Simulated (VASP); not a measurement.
# MgO (Imm2) in VASP: a series of runs

Runs on MgO. Level: r2SCAN. Tasks: single point.

Everything below comes from runs of VASP 6.6.1. Logs are shortened: lines on timing, memory, paths and dates and some standing lists are left out, and cuts for length are marked.

## 1. The cell of the first run

It takes space group Imm2 (No. 44, orthorhombic). Conventional cell: a = 3.020 Å, b = 4.270 Å, c = 3.020 Å, α = 90.00°, β = 90.00°, γ = 90.00°. Within 2.8 Å of Mg (site symmetry mm2) lie 6 O at 2.10 to 2.17 Å. O (site symmetry mm2) has 6 Mg at 2.10 to 2.17 Å within 2.8 Å.

## 2. Single point, r2SCAN (all O atoms moved -0.050 Å, as atom 2 along Cartesian [1 1 0])

Input file POSCAR:

```
MgO
1.0
    0.0000000000      2.1351500000      2.1351500000
    2.1351500000      0.0000000000      2.1351500000
    2.1351500000      2.1351500000      0.0000000000
Mg O
1 1
Direct
    0.0000000000      0.0000000000      0.0000000000
    0.5000000000      0.5000000000      0.4834412856
```

Input file INCAR.step1:

```
SYSTEM = MgO
ALGO = Normal
EDIFF = 1E-5
ENCUT = 920
GGA = PE
GGA_COMPAT = .FALSE.
ISMEAR = 0
LASPH = .TRUE.
LCHARG = .FALSE.
LREAL = .FALSE.
LWAVE = .TRUE.
NBANDS = 15
NELM = 120
PREC = Accurate
SIGMA = 0.05
```

Input file INCAR.step2:

```
SYSTEM = MgO
ALGO = Normal
EDIFF = 1E-6
ENCUT = 920
GGA_COMPAT = .FALSE.
ISIF = 2
ISMEAR = 0
ISTART = 1
LASPH = .TRUE.
LCHARG = .FALSE.
LMIXTAU = .TRUE.
LREAL = .FALSE.
LWAVE = .FALSE.
METAGGA = R2SCAN
NBANDS = 15
NELM = 120
PREC = Accurate
SIGMA = 0.05
```

Input file KPOINTS:

```
k-points
0
G
  10 10 10
  0 0 0
```

Potentials or basis: VASP PAW PBE potentials, release 64 (Mg_sv, O).

Started as:

```bash
$ cat potpaw_PBE.64/Mg_sv/POTCAR potpaw_PBE.64/O/POTCAR > POTCAR
$ cp INCAR.step1 INCAR
$ mpirun -np 1 vasp_std > vasp.out
$ cp INCAR.step2 INCAR
$ mpirun -np 1 vasp_std > vasp.out
```

OUTCAR:

```text
SYSTEM = MgO
   EDIFF = 1E-6
   ENCUT = 920
   ISIF = 2
   ISMEAR = 0
   ISTART = 1
   LASPH = .TRUE.
   LREAL = .FALSE.
   METAGGA = R2SCAN
   NELM = 120
   PREC = Accurate

 ion  position               nearest neighbor table
   1  0.000  0.000  0.000-   2 2.10   2 2.10
   2  0.500  0.500  0.483-   1 2.10   1 2.10

  LATTYP: Found a face centered cubic cell.
 ALAT       =     4.2703000000

  Lattice vectors:

 A1 = (   0.0000000000,   2.1351500000,   2.1351500000)
 A2 = (   2.1351500000,   0.0000000000,   2.1351500000)
 A3 = (   2.1351500000,   2.1351500000,   0.0000000000)

Analysis of symmetry for initial positions (statically):
=====================================================================
 Subroutine PRICEL returns:
 Original cell was already a primitive cell.

 Routine SETGRP: Setting up the symmetry group for a
 face centered cubic supercell.

 Subroutine GETGRP returns: Found  4 space group operations
 (whereof  4 operations were pure point group operations)
 out of a pool of 48 trial point group operations.

The static configuration has the point symmetry C_2v.

Analysis of symmetry for dynamics (positions and initial velocities):
=====================================================================
 Subroutine PRICEL returns:
 Original cell was already a primitive cell.

 Routine SETGRP: Setting up the symmetry group for a
 face centered cubic supercell.

 Subroutine GETGRP returns: Found  4 space group operations
 (whereof  4 operations were pure point group operations)
 out of a pool of 48 trial point group operations.

The dynamic configuration has the point symmetry C_2v.

 Subroutine INISYM returns: Found  4 space group operations
 (whereof  4 operations are pure point group operations),
 and found     1 'primitive' translations

----------------------------------------------------------------------------------------

                                     Primitive cell

  volume of cell :      19.4677

  direct lattice vectors                    reciprocal lattice vectors
     0.000000000  2.135150000  2.135150000    -0.234175585  0.234175585  0.234175585
     2.135150000  0.000000000  2.135150000     0.234175585 -0.234175585  0.234175585
     2.135150000  2.135150000  0.000000000     0.234175585  0.234175585 -0.234175585

  length of vectors
     3.019558088  3.019558088  3.019558088     0.405604011  0.405604011  0.405604011
[... 89 lines left out ...]
   POTIM  = 0.5000    time-step for ionic-motion
   TEBEG  =    0.0;   TEEND  =   0.0 temperature during run
   PSTRESS=    0.0 pullay stress
   NELECT =      16.0000    total number of electrons
   NUPDOWN=      -1.0000    fix difference up-down
   EMIN   =  10.00;   EMAX   =-10.00  energy-range for DOS
   EFERMI =   0.00;   METHOD = LEGACY
   ISMEAR =     0;   SIGMA  =   0.05  broadening in eV -4-tet -1-fermi 0-gaus
   EFERMI_NEDOS =   21; number of points for ismear=-14 and -15
   IALGO  =     38    algorithm
   IMIX   =      4    mixing-type and parameters
     AMIX     =   0.40;   BMIX     =  1.00
     AMIX_MAG =   1.60;   BMIX_MAG =  1.00
  volume/ion in A,a.u.               =       9.73        65.69
  Fermi-wavevector in a.u.,A,eV,Ry     =   1.533474  2.897846 31.994681  2.351543
  Thomas-Fermi vector in A             =   2.640536
   LORBIT       =      0    0 simple, 1 ext, 2 COOP (PROOUT), +10 PAW based schemes
   METAGGA = R2SCAN    functional components
   LHFCALC =     F    Hartree Fock is set to
   AEXX    =    0.0000 exact exchange contribution
   IVDW    =     0    specifies the selected vdW correction
   LEPSILON=     F    determine dielectric tensor
   LRPA    =     F    only Hartree local field effects (RPA)
 non-spin polarized calculation
 Gauss-broadening in eV      SIGMA  =   0.05
  energy-cutoff  :      920.00
  volume of cell :       19.47
 maximum number of plane-waves:      1251
 NGX is ok and might be reduce to    30
   NGX = 15   NGY = 15   NGZ = 15

 number of electron      15.9999993 magnetization

 Free energy of the ion-electron system (eV)
  ---------------------------------------------------
  ext. energy  EPLUGINS =         0.00000000
  ---------------------------------------------------
  free energy    TOTEN  =       -16.13266521 eV

  energy without entropy =      -16.13266521  energy(sigma->0) =      -16.13266521

 E-fermi :   2.6558     XC(G=0): -11.8137

 val. band max:        2.2219979580   @ k =   0.0000   0.0000   0.0000
 cond. band min:       7.4608760449   @ k =   0.0000   0.0000   0.0000
 fundamental gap:      5.2388780868
 Fermi energy:         2.6558148764

 k-point     1 :       0.0000    0.0000    0.0000
  band No.  band energies     occupation
      1     -72.9030      2.00000
      2     -37.9931      2.00000
      3     -37.9926      2.00000
      4     -37.9921      2.00000
      5     -15.7617      2.00000
      6       2.2177      2.00000
      7       2.2215      2.00000
      8       2.2220      2.00000
      9       7.4609      0.00000
     10      18.8395      0.00000
     11      18.8494      0.00000
     12      18.8547      0.00000
     13      22.8204      0.00000
     14      24.6229      0.00000
[... 401 lines left out ...]
      2     -38.0512      2.00000
      3     -38.0014      2.00000
      4     -38.0006      2.00000
      5     -14.7663      2.00000
      6      -1.5239      2.00000
      7       1.4480      2.00000
      8       1.5642      2.00000
      9      11.0610      0.00000
     10      15.1417      0.00000
     11      18.5793      0.00000
     12      19.7352      0.00000
     13      23.1685      0.00000
     14      25.6203      0.00000
     15      25.8795      0.00000

 [... further k-points ...]

------------------------ aborting loop because EDIFF is reached ----------------------------------------

  FORCE on cell =-STRESS in cart. coord.  units (eV):
  Direction    XX          YY          ZZ          XY          YZ          ZX
  --------------------------------------------------------------------------------------
  -------------------------------------------------------------------------------------
  Total       -0.7474796     -0.7474796     -0.7941484     -0.0054656      0.0000000      0.0000000
  in kB      -61.5169455    -61.5169455    -65.3577501     -0.4498126      0.0000000      0.0000000
  external PRESSURE =     -62.7972137 kB  Pullay stress =       0.0000000 kB

 VOLUME and BASIS-vectors are now :
 -----------------------------------------------------------------------------
  energy-cutoff  :      920.00
  volume of cell :       19.47
      direct lattice vectors                 reciprocal lattice vectors
     0.000000000  2.135150000  2.135150000    -0.234175585  0.234175585  0.234175585
     2.135150000  0.000000000  2.135150000     0.234175585 -0.234175585  0.234175585
     2.135150000  2.135150000  0.000000000     0.234175585  0.234175585 -0.234175585

 POSITION                                       TOTAL-FORCE (eV/Angst)
 -----------------------------------------------------------------------------------
      0.00000      0.00000      0.00000        -0.165993     -0.165993      0.000000
      2.09979      2.09979      2.13515         0.165993      0.165993     -0.000000
 -----------------------------------------------------------------------------------
    total drift:                               -0.005285     -0.005285      0.000000

  FREE ENERGIE OF THE ION-ELECTRON SYSTEM (eV)
  ---------------------------------------------------
  free  energy   TOTEN  =       -16.1326652084 eV

  energy  without entropy=      -16.1326652084  energy(sigma->0) =      -16.13266521
```

OSZICAR.step1:

```text
N       E                     dE             d eps       ncg     rms          rms(c)
DAV:   1     0.166697063152E+03    0.16670E+03   -0.14356E+04  5130   0.189E+03
DAV:   2    -0.712698213828E+01   -0.17382E+03   -0.16381E+03  6075   0.452E+02
DAV:   3    -0.133725630667E+02   -0.62456E+01   -0.62070E+01  6846   0.809E+01
DAV:   4    -0.134766914356E+02   -0.10413E+00   -0.10411E+00  5782   0.100E+01
DAV:   5    -0.134786988351E+02   -0.20074E-02   -0.20074E-02  6644   0.116E+00    0.863E+00
DAV:   6    -0.119033613398E+02    0.15753E+01   -0.26494E+00  5522   0.148E+01    0.290E+00
DAV:   7    -0.118890252842E+02    0.14336E-01   -0.13476E-01  6054   0.345E+00    0.175E+00
DAV:   8    -0.118784969044E+02    0.10528E-01   -0.40392E-02  6320   0.230E+00    0.342E-01
DAV:   9    -0.118773058460E+02    0.11911E-02   -0.38013E-03  5907   0.571E-01    0.101E-01
DAV:  10    -0.118775165227E+02   -0.21068E-03   -0.30987E-04  6222   0.194E-01    0.477E-02
DAV:  11    -0.118775076236E+02    0.88991E-05   -0.28977E-05  6474   0.560E-02
   1 F= -.11877508E+02 E0= -.11877508E+02  d E =-.106024E-26
```

Run time: 5.4 min. Hardware: 1 thread of Intel Xeon Platinum 8375C at 2.90GHz (Ice Lake), shared host; peak memory 0.24 GiB.

Results:

```
Free energy            : -16.1327 eV
Pressure               : -6.3 GPa
Largest force          : 0.235 eV/Å
Band gap on the k mesh : 5.24 eV
```

Forces on the atoms (eV/Å):
```
Mg  -0.166 -0.166  0.000
O    0.166  0.166  0.000
```

Stress tensor (GPa, compression positive):
```
-6.15 -0.04  0.00
-0.04 -6.15  0.00
 0.00  0.00 -6.54
```

Levels at points of the mesh, in eV from the valence-band top:
```csv
k point,band 6,band 7,band 8,band 9,band 10,band 11
"(0.00, 0.00, 0.00)",0.00,0.00,0.00,5.24,16.62,16.63
"(0.50, 0.00, 0.00)",-4.42,-0.63,-0.63,8.56,13.34,17.07
"(0.00, 0.00, 0.50)",-4.42,-0.63,-0.63,8.56,13.35,17.08
"(0.50, 0.50, 0.00)",-3.91,-1.31,-1.31,9.99,10.69,13.86
"(0.00, 0.50, 0.50)",-3.91,-1.31,-1.31,9.99,10.69,13.86
```

Caveat: the cell differs from its parent crystal (all O atoms moved -0.050 Å, as atom 2 along Cartesian [1 1 0]); the cell stands under tension; the PAW data sets were made with another functional, which shifts forces and pressure a little.

[end of part 1 of 2]
